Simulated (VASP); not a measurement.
# BN in VASP: further runs

BN is run at these levels: PBE+D3(BJ); tasks: single point, relaxation of the atoms.

All numbers are computed with VASP 6.6.1; they aren't measurements. Logs are shortened: lines on timing, memory, paths and dates and some standing lists are left out, and cuts for length are marked.

### Step 1. The cell of the first run

The cell holds a slab with vacuum, 4 atoms: a = 2.502 Å, b = 2.502 Å, c = 23.375 Å, α = 90.00°, β = 90.00°, γ = 120.00°.

### Step 2. Single point, PBE+D3(BJ)

INCAR

```
  ALGO = Normal
  DIPOL = 0.5 0.5 0.500
  EDIFF = 1E-6
  ENCUT = 520
  GGA = PE
  IDIPOL = 3
  ISIF = 2
  ISMEAR = 0
  IVDW = 12
  LASPH = True
  LCHARG = False
  LDIPOL = True
  LREAL = False
  LWAVE = False
  NBANDS = 16
  NELM = 80
  PREC = Accurate
  SIGMA = 0.05
```

KPOINTS

```
k-points
0
Gamma
  12 12 1
```

POSCAR

```
BN
1.0
    2.5022435653     -0.0000000029      0.0000000000
   -1.2511217802      2.1670064955      0.0000000000
    0.0000000000      0.0000000000     23.3753904900
B N
2 2
Direct
    0.6666666667      0.3333333333      0.4284985112
    0.3333333333      0.6666666667      0.5715071531
    0.3333333333      0.6666666667      0.4284273041
    0.0000000000      0.0000000000      0.5715670316
```

Potentials or basis: VASP PAW PBE potentials, release 64 (B, N).

Command:

```console
$ cat potpaw_PBE.64/B/POTCAR potpaw_PBE.64/N/POTCAR > POTCAR
$ mpirun -np 1 vasp_std > vasp.out
```

OUTCAR:

```text
EDIFF = 1E-6
   ENCUT = 520
   GGA = PE
   ISIF = 2
   ISMEAR = 0
   IVDW = 12
   LASPH = True
   LREAL = False
   NELM = 80
   PREC = Accurate
 IVDW          = 12

 ion  position               nearest neighbor table
   1  0.667  0.333  0.428-   3 1.44   3 1.44   3 1.44
   2  0.333  0.667  0.572-   4 1.44   4 1.44   4 1.44
   3  0.333  0.667  0.428-   1 1.44   1 1.44   1 1.44
   4  0.000  0.000  0.572-   2 1.44   2 1.44   2 1.44

  LATTYP: Found a hexagonal cell.
 ALAT       =     2.5022435653
 C/A-ratio  =     9.3417726452

  Lattice vectors:

 A1 = (   2.5022435653,  -0.0000000029,   0.0000000000)
 A2 = (  -1.2511217802,   2.1670064955,   0.0000000000)
 A3 = (   0.0000000000,   0.0000000000,  23.3753904900)

Analysis of symmetry for initial positions (statically):
=====================================================================
 Subroutine PRICEL returns:
 Original cell was already a primitive cell.

 Routine SETGRP: Setting up the symmetry group for a
 hexagonal supercell.

 Subroutine GETGRP returns: Found  6 space group operations
 (whereof  6 operations were pure point group operations)
 out of a pool of 24 trial point group operations.

The static configuration has the point symmetry C_3v.

Analysis of symmetry for dynamics (positions and initial velocities):
=====================================================================
 Subroutine PRICEL returns:
 Original cell was already a primitive cell.

 Routine SETGRP: Setting up the symmetry group for a
 hexagonal supercell.

 Subroutine GETGRP returns: Found  6 space group operations
 (whereof  6 operations were pure point group operations)
 out of a pool of 24 trial point group operations.

The dynamic configuration has the point symmetry C_3v.

 Subroutine INISYM returns: Found  6 space group operations
 (whereof  6 operations are pure point group operations),
 and found     1 'primitive' translations

----------------------------------------------------------------------------------------

                                     Primitive cell

  volume of cell :     126.7502

  direct lattice vectors                    reciprocal lattice vectors
     2.502243565 -0.000000003  0.000000000     0.399641352  0.230733041  0.000000000
    -1.251121780  2.167006495  0.000000000     0.000000001  0.461466084  0.000000000
     0.000000000  0.000000000 23.375390490     0.000000000  0.000000000  0.042780034

  length of vectors
     2.502243565  2.502243565 23.375390490     0.461466084  0.461466084  0.042780034

  position of ions in fractional coordinates (direct lattice)
     0.666666667  0.333333333  0.428498511
     0.333333333  0.666666667  0.571507153
     0.333333333  0.666666667  0.428427304
     0.000000000  0.000000000  0.571567032

  ion indices of the primitive-cell ions
   primitive index   ion index
                 1           1
                 2           2
                 3           3
                 4           4

----------------------------------------------------------------------------------------

 KPOINTS: k-points

Automatic generation of k-mesh.
 Grid dimensions read from file:
 generate k-points for:   12   12    1

 Generating k-lattice:

  Cartesian coordinates                     Fractional coordinates (reciprocal lattice)
     0.033303446  0.019227753  0.000000000     0.083333333  0.000000000  0.000000000
     0.000000000  0.038455507  0.000000000     0.000000000  0.083333333  0.000000000
     0.000000000  0.000000000  0.042780034     0.000000000  0.000000000  1.000000000

  Length of vectors
     0.038455507  0.038455507  0.042780034

  Shift w.r.t. Gamma in fractional coordinates (k-lattice)
     0.000000000  0.000000000  0.000000000

 Subroutine IBZKPT returns following result:
 ===========================================

 Found     19 irreducible k-points:

 Following reciprocal coordinates:
            Coordinates               Weight
  0.000000  0.000000  0.000000      1.000000
  0.083333  0.000000  0.000000      6.000000
  0.166667  0.000000  0.000000      6.000000
  0.250000 -0.000000  0.000000      6.000000
  0.333333  0.000000  0.000000      6.000000
  0.416667  0.000000  0.000000      6.000000
[... 11 lines left out ...]
  0.333333  0.250000  0.000000     12.000000
  0.333333  0.333333  0.000000      2.000000
   k-points           NKPTS =     19   k-points in BZ     NKDIM =     19   number of bands    NBANDS=     16
   number of dos      NEDOS =    301   number of ions     NIONS =      4
   total plane-waves  NPLWV =  72000
   dimension x,y,z NGX =    20 NGY =   20 NGZ =  180
   dimension x,y,z NGXF=    40 NGYF=   40 NGZF=  360
   ions per type =               2   2
   NGX,Y,Z   is equivalent  to a cutoff of  13.29, 13.29, 12.80 a.u.
   NGXF,Y,Z  is equivalent  to a cutoff of  26.58, 26.58, 25.60 a.u.
 SYSTEM =  unknown system
   PREC   = accura    normal or accurate (medium, high low for compatibility)
   ISTART =      0    job   : 0-new  1-cont  2-samecut
   ICHARG =      2    charge: 1-file 2-atom 10-const
   ISPIN  =      1    spin polarized calculation?
   LNONCOLLINEAR =      F non collinear calculations
   LSORBIT =      F    spin-orbit coupling
   LASPH  =      T    aspherical Exc in radial PAW
   ENCUT  =  520.0 eV  38.22 Ry    6.18 a.u.   4.65  4.65 43.46*2*pi/ulx,y,z
   NELM   =     80;   NELMIN=  2; NELMDL= -5     # of ELM steps
   EDIFF  = 0.1E-05   stopping-criterion for ELM
   LREAL  =      F    real-space projection
   EDIFFG = 0.1E-04   stopping-criterion for IOM
   NSW    =      0    number of steps for IOM
   IBRION =     -1    ionic relax: 0-MD 1-quasi-New 2-CG
   NFREE  =      0    steps in history (QN), initial steepest desc. (CG)
   ISIF   =      2    stress and relaxation
   ISYM   =      2    0-nonsym 1-usesym 2-fastsym
   POTIM  = 0.5000    time-step for ionic-motion
   TEBEG  =    0.0;   TEEND  =   0.0 temperature during run
   PSTRESS=    0.0 pullay stress
   NELECT =      16.0000    total number of electrons
   NUPDOWN=      -1.0000    fix difference up-down
   EMIN   =  10.00;   EMAX   =-10.00  energy-range for DOS
   EFERMI =   0.00;   METHOD = LEGACY
   ISMEAR =     0;   SIGMA  =   0.05  broadening in eV -4-tet -1-fermi 0-gaus
   EFERMI_NEDOS =   21; number of points for ismear=-14 and -15
   IALGO  =     38    algorithm
   IMIX   =      4    mixing-type and parameters
     AMIX     =   0.40;   BMIX     =  1.00
     AMIX_MAG =   1.60;   BMIX_MAG =  1.00
  volume/ion in A,a.u.               =      31.69       213.84
  Fermi-wavevector in a.u.,A,eV,Ry     =   0.821231  1.551901  9.176043  0.674420
  Thomas-Fermi vector in A             =   1.932353
   LORBIT       =      0    0 simple, 1 ext, 2 COOP (PROOUT), +10 PAW based schemes
   GGA     = PE    functional components
   LHFCALC =     F    Hartree Fock is set to
   AEXX    =    0.0000 exact exchange contribution
   IVDW    =    12    specifies the selected vdW correction
   LEPSILON=     F    determine dielectric tensor
   LRPA    =     F    only Hartree local field effects (RPA)
 non-spin polarized calculation
 Gauss-broadening in eV      SIGMA  =   0.05
  energy-cutoff  :      520.00
  volume of cell :      126.75
 maximum number of plane-waves:      3459
 NGX is ok and might be reduce to    20
   NGX =  9   NGY =  9   NGZ = 87

 dipolmoment           0.000000      0.000000     -0.000000 electrons x Angstroem

 number of electron      16.0000000 magnetization

 dipolmoment           0.000000      0.000000      0.003069 electrons x Angstroem

 Free energy of the ion-electron system (eV)
  ---------------------------------------------------
  ext. energy  EPLUGINS =         0.00000000
  ---------------------------------------------------
  free energy    TOTEN  =       -35.17726000 eV

  energy without entropy =      -35.17726000  energy(sigma->0) =      -35.17726000

 E-fermi :  -3.2373     XC(G=0):  -3.2620

 val. band max:       -3.4787480326   @ k =   0.3333   0.3333   0.0000
 cond. band min:       1.0243292676   @ k =   0.5000  -0.0000   0.0000
 fundamental gap:      4.5030773002
 Fermi energy:        -3.2373040106

 k-point     1 :       0.0000    0.0000    0.0000
  band No.  band energies     occupation
      1     -21.2872      2.00000
      2     -21.1171      2.00000
      3      -9.2750      2.00000
      4      -8.2647      2.00000
      5      -4.9032      2.00000
      6      -4.9032      2.00000
[... 8 lines left out ...]
     15       4.9824      0.00000
     16       6.6417      0.00000

 k-point     2 :       0.0833    0.0000    0.0000
  band No.  band energies     occupation
      1     -21.1524      2.00000
      2     -20.9841      2.00000
      3      -9.0913      2.00000
      4      -8.0906      2.00000
      5      -5.4624      2.00000
      6      -5.3607      2.00000
[... 8 lines left out ...]
     15       5.1964      0.00000
     16       6.7595      0.00000

 k-point     3 :       0.1667    0.0000    0.0000
  band No.  band energies     occupation
      1     -20.7554      2.00000
      2     -20.5925      2.00000
      3      -8.5485      2.00000
      4      -7.5820      2.00000
      5      -6.8718      2.00000
      6      -6.7682      2.00000
[... 8 lines left out ...]
     15       5.7882      0.00000
     16       6.9561      0.00000
[... 267 lines left out ...]
 k-point    18 :       0.3333    0.2500    0.0000
  band No.  band energies     occupation
      1     -17.7718      2.00000
      2     -17.6657      2.00000
      3     -11.7025      2.00000
      4     -11.5966      2.00000
      5     -10.0610      2.00000
      6      -9.9546      2.00000
[... 8 lines left out ...]
     15      10.3784      0.00000
     16      10.5836      0.00000

 k-point    19 :       0.3333    0.3333    0.0000
  band No.  band energies     occupation
      1     -17.5747      2.00000
      2     -17.4729      2.00000
      3     -11.4894      2.00000
      4     -11.3967      2.00000
      5     -10.7314      2.00000
      6     -10.6372      2.00000
[... 8 lines left out ...]
     15      11.1691      0.00000
     16      12.3174      0.00000

------------------------ aborting loop because EDIFF is reached ----------------------------------------

 vacuum level on the upper side and lower side of the slab       (xc-potential included)        -0.193        -0.291

 Edisp (eV)   -0.42442

 E8    (eV) :    -0.1309

  FORCE on cell =-STRESS in cart. coord.  units (eV):
  Direction    XX          YY          ZZ          XY          YZ          ZX
  --------------------------------------------------------------------------------------
  -------------------------------------------------------------------------------------
  Total       0.56204     0.56204    -0.04077    -0.00000     0.00000     0.00000
  in kB       7.10443     7.10443    -0.51535    -0.00000     0.00000     0.00000
  external pressure =        4.56 kB  Pullay stress =        0.00 kB

 VOLUME and BASIS-vectors are now :
 -----------------------------------------------------------------------------
  energy-cutoff  :      520.00
  volume of cell :      126.75
      direct lattice vectors                 reciprocal lattice vectors
     2.502243565 -0.000000003  0.000000000     0.399641352  0.230733041  0.000000000
    -1.251121780  2.167006495  0.000000000     0.000000001  0.461466084  0.000000000
     0.000000000  0.000000000 23.375390490     0.000000000  0.000000000  0.042780034

 POSITION                                       TOTAL-FORCE (eV/Angst)
 -----------------------------------------------------------------------------------
      1.25112      0.72234     10.01632         0.000000      0.000000     -0.010523
      0.00000      1.44467     13.35920        -0.000000      0.000000     -0.002651
      0.00000      1.44467     10.01466         0.000000     -0.000000      0.011285
      0.00000      0.00000     13.36060         0.000000     -0.000000      0.001889
 -----------------------------------------------------------------------------------
    total drift:                                0.000001     -0.000001      0.000122

  FREE ENERGIE OF THE ION-ELECTRON SYSTEM (eV)
  ---------------------------------------------------
  free  energy   TOTEN  =       -35.6016754703 eV

  energy  without entropy=      -35.6016754703  energy(sigma->0) =      -35.60167547

 vacuum level on the upper side and lower side of the slab         2.155         2.055
```

Run time: 1.8 min. Hardware: 1 thread of Oxide Virtual Turin-like, shared host; peak memory 0.22 GiB.

What came out:

```
Free energy                : -35.6017 eV
Largest force              : 0.011 eV/Å
Band gap on the k mesh     : 4.50 eV (least direct gap 4.56 eV)
Dispersion energy per atom : -0.106 eV
```

Forces in eV/Å, atoms in the order of the input:
```
B    0.000  0.000 -0.011
B    0.000  0.000 -0.003
N    0.000  0.000  0.011
N    0.000  0.000  0.002
```

(Part 1 of 2 ends here.)
